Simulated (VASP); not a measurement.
Set up this calculation in VASP 6.6.1, as the native input.

| Quantity | Value |
| --- | --- |
| Task | single point |
| Functional | r2SCAN |
| Potentials or basis | VASP PAW PBE potentials, release 64 (Zn, S) |
| Cutoff | 520 eV |
| k mesh | 6 × 6 × 4 |
| Occupations | gaussian, width 0.05 eV |
| Spin | no spin polarisation |
| Dipole correction | no |
| Further INCAR settings | ALGO = Normal; EDIFF = 1e-06; NBANDS = 26 |

ZnS:

```
Zn S
1.0
     0.00000   -2.70465   -2.70465
     0.00000    2.70465   -2.70465
     5.40930    0.00000    0.00000
Zn S
2 2
Direct
  0.42157 0.50000 0.50000
  0.07843 0.00000 0.00000
  0.95227 0.50000 0.25000
  0.54773 0.00000 0.75000
```

This cell differs from its parent crystal: atoms displaced along a vibrational mode.

One way to write it, as run:

POSCAR

```
ZnS
1.0
    0.0000000000     -2.7046500000     -2.7046500000
    0.0000000000      2.7046500000     -2.7046500000
    5.4093000000      0.0000000000      0.0000000000
Zn S
2 2
Direct
    0.4215676578      0.5000000000      0.5000000000
    0.0784323422      0.0000000000      0.0000000000
   -0.0477323929      0.5000000000      0.2500000000
    0.5477323929      0.0000000000      0.7500000000
```

INCAR.step1

```
PREC = Accurate
ENCUT = 520
ISMEAR = 0
SIGMA = 0.05
LREAL = F
LASPH = T
NELM = 60
NBANDS = 26
GGA = PE
ALGO = Normal
EDIFF = 1E-4
LWAVE = T
LCHARG = F
```

INCAR.step2

```
PREC = Accurate
ENCUT = 520
EDIFF = 1E-6
ISMEAR = 0
SIGMA = 0.05
LREAL = F
LASPH = T
NELM = 60
ALGO = Normal
ISIF = 2
LWAVE = F
LCHARG = F
METAGGA = R2SCAN
LMIXTAU = T
NBANDS = 26
ISTART = 1
```

KPOINTS

```
regular mesh
0
Gamma
  6 6 4
```

Potentials or basis: VASP PAW PBE potentials, release 64 (Zn, S).

Launch:

```bash
$ cat potpaw_PBE.64/Zn/POTCAR potpaw_PBE.64/S/POTCAR > POTCAR
$ cp INCAR.step1 INCAR
$ mpirun -np 1 vasp_std > vasp.out
$ cp INCAR.step2 INCAR
$ mpirun -np 1 vasp_std > vasp.out
```

It gave:

| Property | Result |
| --- | --- |
| Pressure | -1.4 GPa |
| Largest force | 0.815 eV/Å |
| Band gap on the k mesh | 2.43 eV |

Caveat: the cell differs from its parent crystal (atoms displaced along a vibrational mode); the PAW data sets were made with another functional, which shifts forces and pressure a little.

Wall time 110 s on 1 thread of Intel(R) Xeon(R) 6975P-C (Granite Rapids), on a shared host, peak memory 0.23 GiB.
